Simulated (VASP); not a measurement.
Wanted: the native input for a VASP 6.6.1 run.

* Task: relaxation of cell and atoms
* Functional: PBE
* Potentials or basis: VASP PAW PBE potentials, release 64 (Ag, Cl)
* Cutoff: 600 eV
* k mesh: 10 × 10 × 10
* Occupations: gaussian, width 0.02 eV
* Spin: no spin polarisation
* Dipole correction: no
* Further INCAR settings: ALGO = Normal; EDIFF = 1e-06; IBRION = 2; EDIFFG = -0.005; NSW = 100; ISIF = 3

The structure of AgCl lies in POSCAR:

```
AgCl
1.0
    1.8709097030     -5.5565952358      0.0000000000
    1.8709097030      5.5565952358      0.0000000000
    0.0000000000      0.0000000000      3.9240373500
Ag Cl
2 2
Direct
    0.3965554000      0.6034446000      0.7500000000
    0.6034446000      0.3965554000      0.2500000000
    0.8654487300      0.1345512700      0.2500000000
    0.1345512700      0.8654487300      0.7500000000
```

The input as run:

INCAR

```
ALGO = Normal
EDIFF = 1E-6
EDIFFG = -0.005
ENCUT = 600
GGA = PE
IBRION = 2
ISIF = 3
ISMEAR = 0
LASPH = T
LCHARG = F
LREAL = F
LWAVE = F
NELM = 100
NSW = 100
PREC = Accurate
SIGMA = 0.02
```

KPOINTS

```
k-points
0
Gamma
  10 10 10
```

Potentials or basis: VASP PAW PBE potentials, release 64 (Ag, Cl).

Command:

```bash
$ cat potpaw_PBE.64/Ag/POTCAR potpaw_PBE.64/Cl/POTCAR > POTCAR
$ mpirun -np 1 vasp_std > vasp.out
```

It gave:

```yaml
Relaxed_volume: 21.37 Å³/atom
Relaxed_cell: a = 6.112 Å, b = 6.112 Å, c = 3.891 Å, α = 90.00°, β = 90.00°, γ = 143.97°
Space_group_after_relaxing_to_0.05_Å: Cmcm (No. 63)
Energy_gained_by_relaxing: 4.7 meV/atom
Ionic_steps: 18
Pressure_after_relaxing: 0.0 GPa
Largest_force_after_relaxing: 0.005 eV/Å
Band_gap_on_the_k_mesh: 0.42 eV, indirect (least direct gap 2.08 eV)
```

Wall time 34 min on 1 thread of AMD EPYC 9R45 96-Core Processor (Zen 5), on a shared host, peak memory 0.5 GiB.
